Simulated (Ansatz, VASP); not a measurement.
**One calculation of SnO, two programs**

File POSCAR:

```
SnO
1.0
    3.8136952200      0.0000000000      0.0000000000
    0.0000000000      3.8136952200      0.0000000000
    0.0000000000      0.0000000000      4.8869133000
Sn O
2 2
Direct
    0.0000000000      0.5000000000      0.2353738600
    0.5000000000      0.0000000000      0.7646261400
    0.5000000000      0.5000000000      0.0000000000
    0.0000000000      0.0000000000      0.0000000000
```

The input INCAR.step1:

```
  ALGO = Normal
  EDIFF = 1E-4
  ENCUT = 520
  GGA = PE
  ISMEAR = -1
  LASPH = T
  LCHARG = F
  LREAL = F
  LWAVE = T
  NBANDS = 28
  NELM = 100
  PREC = Accurate
  SIGMA = 0.01
```

File INCAR.step2:

```
  ALGO = Normal
  EDIFF = 1E-8
  ENCUT = 520
  ISIF = 2
  ISMEAR = -1
  ISTART = 1
  LASPH = T
  LCHARG = F
  LEFG = T
  LMIXTAU = T
  LREAL = F
  LWAVE = F
  METAGGA = R2SCAN
  NBANDS = 28
  NELM = 100
  PREC = Accurate
  SIGMA = 0.01
```

The input KPOINTS:

```
k-points
0
Gamma
  9 9 7
```

Input for Ansatz:

```yaml
crystal:
  lattice:
    - [3.81369522, 0.0, 0.0]
    - [0.0, 3.81369522, 0.0]
    - [0.0, 0.0, 4.8869133]
  atoms:
    - { symbol: Sn, position: [0.0, 0.5, 0.23537386] }
    - { symbol: Sn, position: [0.5, 0.0, 0.76462614] }
    - { symbol: O, position: [0.5, 0.5, 0.0] }
    - { symbol: O, position: [0.0, 0.0, 0.0] }
kpoints:
  mp_grid: { grid: [9, 9, 7] }
scf:
  occupations: { method: fermi_dirac, width: 0.01 }
hamiltonian:
  xc: r2scan
  pseudopotentials: { kind: paw }
output:
  forces: true
  stress: true
  populations: true
  efg:
    quadrupole_moments_barn: { Sn: -0.132, O: -0.02558 }
    contact_densities: true
  write_density: true
  write_potential: true
  elf: true
  volumetric_format: npy
```

Alike in both runs: task electric field gradients; functional r2SCAN; k mesh 9 × 9 × 7; occupations fermi-dirac, width 0.01 eV; no spin polarisation.

|  | VASP | Ansatz |
| --- | --- | --- |
| version | VASP 6.6.1 | Ansatz 0.2.0 |
| potentials or method | VASP PAW PBE potentials, release 64 (Sn_d, O) | plane-wave PAW, scalar-relativistic |
| plane-wave cutoff (eV) | 520 | 500 |
| valence electrons in the cell | 40 | 40 |

```tsv
	VASP	Ansatz	Ansatz less VASP
gap on the k mesh at the Fermi level (eV)	0.42	0.42	-0.008
pressure (GPa)	0.1	-0.5	-0.57
traceless stress, the component that is largest in VASP (GPa)	0.09	0.12	+0.037
rms of the force components (eV/Å)	0.006	0.053	+0.0471
size of Vzz on the site where it differs most (V/Å²)	186.2	188.5	+2.28
```

VASP's potentials were made for PBE, not for r2SCAN. Atom by atom the forces differ by 0.060 eV/Å (rms over components).
